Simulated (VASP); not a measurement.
# GaN (Fm-3m) in VASP: a series of runs, part 2 of 3

VASP 6.6.1. Earlier steps stand in the parts before.

### 3 Single point, PBEsol

Contents of INCAR:

```
PREC = Accurate ; ENCUT = 600
EDIFF = 1E-6 ; ISMEAR = -5
SIGMA = 0.1 ; LREAL = False
LASPH = True ; NELM = 120
ALGO = Normal ; ISIF = 2
LWAVE = False ; LCHARG = True
GGA = PS ; LELF = True
LVHAR = True ; NBANDS = 16
GGA_COMPAT = False
```

Contents of KPOINTS:

```
regular mesh
0
Gamma
  8 8 8
```

Contents of POSCAR:

```
GaN
1.0
    0.0000000000      2.1085153689      2.1085153689
    2.1085153689      0.0000000000      2.1085153689
    2.1085153689      2.1085153689      0.0000000000
Ga N
1 1
Direct
    0.5000000000      0.5000000000      0.5000000000
    0.0000000000      0.0000000000      0.0000000000
```

Potentials or basis: VASP PAW PBE potentials, release 64 (Ga_d, N).

The run is started by

```sh
cat potpaw_PBE.64/Ga_d/POTCAR potpaw_PBE.64/N/POTCAR > POTCAR
mpirun -np 1 vasp_std > vasp.out
```

OUTCAR:

```text
PREC = Accurate
   ENCUT = 600
   EDIFF = 1E-6
   ISMEAR = -5
   LREAL = False
   LASPH = True
   NELM = 120
   ISIF = 2
   GGA = PS

 ion  position               nearest neighbor table
   1  0.500  0.500  0.500-   2 2.11   2 2.11   2 2.11   2 2.11   2 2.11   2 2.11
   2  0.000  0.000  0.000-   1 2.11   1 2.11   1 2.11   1 2.11   1 2.11   1 2.11

  LATTYP: Found a face centered cubic cell.
 ALAT       =     4.2170307378

  Lattice vectors:

 A1 = (   0.0000000000,   2.1085153689,   2.1085153689)
 A2 = (   2.1085153689,   0.0000000000,   2.1085153689)
 A3 = (   2.1085153689,   2.1085153689,   0.0000000000)

Analysis of symmetry for initial positions (statically):
=====================================================================
 Subroutine PRICEL returns:
 Original cell was already a primitive cell.

 Routine SETGRP: Setting up the symmetry group for a
 face centered cubic supercell.

 Subroutine GETGRP returns: Found 48 space group operations
 (whereof 48 operations were pure point group operations)
 out of a pool of 48 trial point group operations.

The static configuration has the point symmetry O_h .

Analysis of symmetry for dynamics (positions and initial velocities):
=====================================================================
 Subroutine PRICEL returns:
 Original cell was already a primitive cell.

 Routine SETGRP: Setting up the symmetry group for a
 face centered cubic supercell.

 Subroutine GETGRP returns: Found 48 space group operations
 (whereof 48 operations were pure point group operations)
 out of a pool of 48 trial point group operations.

The dynamic configuration has the point symmetry O_h .

 Subroutine INISYM returns: Found 48 space group operations
 (whereof 48 operations are pure point group operations),
 and found     1 'primitive' translations

----------------------------------------------------------------------------------------

                                     Primitive cell

  volume of cell :      18.7482

[... 104 lines left out ...]
   EFERMI =   0.00;   METHOD = LEGACY
   ISMEAR =    -5;   SIGMA  =   0.10  broadening in eV -4-tet -1-fermi 0-gaus
   EFERMI_NEDOS =   21; number of points for ismear=-14 and -15
   IALGO  =     38    algorithm
   IMIX   =      4    mixing-type and parameters
     AMIX     =   0.40;   BMIX     =  1.00
     AMIX_MAG =   1.60;   BMIX_MAG =  1.00
  volume/ion in A,a.u.               =       9.37        63.26
  Fermi-wavevector in a.u.,A,eV,Ry     =   1.615024  3.051952 35.488097  2.608302
  Thomas-Fermi vector in A             =   2.709838
   LORBIT       =      0    0 simple, 1 ext, 2 COOP (PROOUT), +10 PAW based schemes
   GGA     = PS    functional components
   LHFCALC =     F    Hartree Fock is set to
   AEXX    =    0.0000 exact exchange contribution
   IVDW    =     0    specifies the selected vdW correction
   LEPSILON=     F    determine dielectric tensor
   LRPA    =     F    only Hartree local field effects (RPA)
 non-spin polarized calculation
 Fermi weights with tetrahedron method with Bloechl corrections
  energy-cutoff  :      600.00
  volume of cell :       18.75
 maximum number of plane-waves:       638
   NGX = 11   NGY = 11   NGZ = 11

 number of electron      18.0000008 magnetization

 Free energy of the ion-electron system (eV)
  ---------------------------------------------------
  ext. energy  EPLUGINS =         0.00000000
  ---------------------------------------------------
  free energy    TOTEN  =       -12.25997575 eV

  energy without entropy =      -12.25997575  energy(sigma->0) =      -12.25997575

 E-fermi :   7.9553     XC(G=0): -13.3183

 val. band max:        7.8424583484   @ k =  -0.2500   0.1250   0.0000
 cond. band min:       8.4138594244   @ k =   0.5000   0.5000   0.0000
 fundamental gap:      0.5714010760
 Fermi energy:         7.9553430936

 k-point     1 :       0.0000    0.0000    0.0000
  band No.  band energies     occupation
      1      -9.5275      2.00000
      2      -6.0741      2.00000
      3      -6.0741      2.00000
      4      -6.0741      2.00000
      5      -5.9756      2.00000
      6      -5.9756      2.00000
[... 433 lines left out ...]
      3      -6.1083      2.00000
      4      -6.0257      2.00000
      5      -5.8340      2.00000
      6      -4.5417      2.00000
[... 8 lines left out ...]
     15      26.7781      0.00000
     16      31.4416      0.00000

 [... further k-points ...]
[... 5 lines left out ...]
  --------------------------------------------------------------------------------------
  -------------------------------------------------------------------------------------
  Total        0.0703695      0.0703695      0.0703695      0.0000000      0.0000000     -0.0000000
  in kB        6.0136005      6.0136005      6.0136005      0.0000000      0.0000000     -0.0000000
  external PRESSURE =       6.0136005 kB  Pullay stress =       0.0000000 kB

 VOLUME and BASIS-vectors are now :
 -----------------------------------------------------------------------------
  energy-cutoff  :      600.00
  volume of cell :       18.75
      direct lattice vectors                 reciprocal lattice vectors
     0.000000000  2.108515369  2.108515369    -0.237133676  0.237133676  0.237133676
     2.108515369  0.000000000  2.108515369     0.237133676 -0.237133676  0.237133676
     2.108515369  2.108515369  0.000000000     0.237133676  0.237133676 -0.237133676

 POSITION                                       TOTAL-FORCE (eV/Angst)
 -----------------------------------------------------------------------------------
      2.10852      2.10852      2.10852         0.000000     -0.000000      0.000000
      0.00000      0.00000      0.00000        -0.000000      0.000000     -0.000000
 -----------------------------------------------------------------------------------
    total drift:                                0.000000     -0.000000      0.000000

  FREE ENERGIE OF THE ION-ELECTRON SYSTEM (eV)
  ---------------------------------------------------
  free  energy   TOTEN  =       -12.2599757501 eV

  energy  without entropy=      -12.2599757501  energy(sigma->0) =      -12.25997575
```

stdout:

```text
POSCAR found type information on POSCAR GaN
 POSCAR found :  2 types and       2 ions
 scaLAPACK will be used
 -----------------------------------------------------------------------------
|                                                                             |
|                                                                             |
|     You enforced a specific xc type in the INCAR file but a different       |
|     I HOPE YOU KNOW WHAT YOU ARE DOING!                                     |
|                                                                             |
 -----------------------------------------------------------------------------

 LDA part: xc-table for (Slater+PW92), standard interpolation
 POSCAR, INCAR and KPOINTS ok, starting setup
 FFT: planning ... GRIDC
 FFT: planning ... GRID_SOFT
 FFT: planning ... GRID
 WAVECAR not read
 entering main loop
```

Wall time 5 s (1 thread of Intel Xeon 6975P-C (Granite Rapids), shared host); peak memory 0.14 GiB.

What came out:

```yaml
Free_energy: -12.2600 eV
Pressure: 0.6 GPa
Band_gap_on_the_k_mesh: 0.57 eV, indirect (least direct gap 2.84 eV)
```

Levels at points of the mesh, in eV from the valence-band top:
```
           k point  band 5  band 6  band 7  band 8  band 9  band 10  band 11  band 12  band 13  band 14
(0.00, 0.00, 0.00)  -13.82  -13.82   -0.51   -0.51   -0.51     2.33    14.66    14.66    14.66    15.83
(0.50, 0.00, 0.00)  -13.68  -13.68   -8.34   -0.15   -0.15     4.65     9.03     9.03     9.49    16.28
(0.50, 0.50, 0.00)  -13.62  -10.88   -7.24   -3.09   -3.09     0.57     7.70    11.94    14.52    14.52
```

Caveat: the PAW data sets were made with another functional, which shifts forces and pressure a little. A k mesh can miss the band edges.

(Continued in part 3 of 3.)
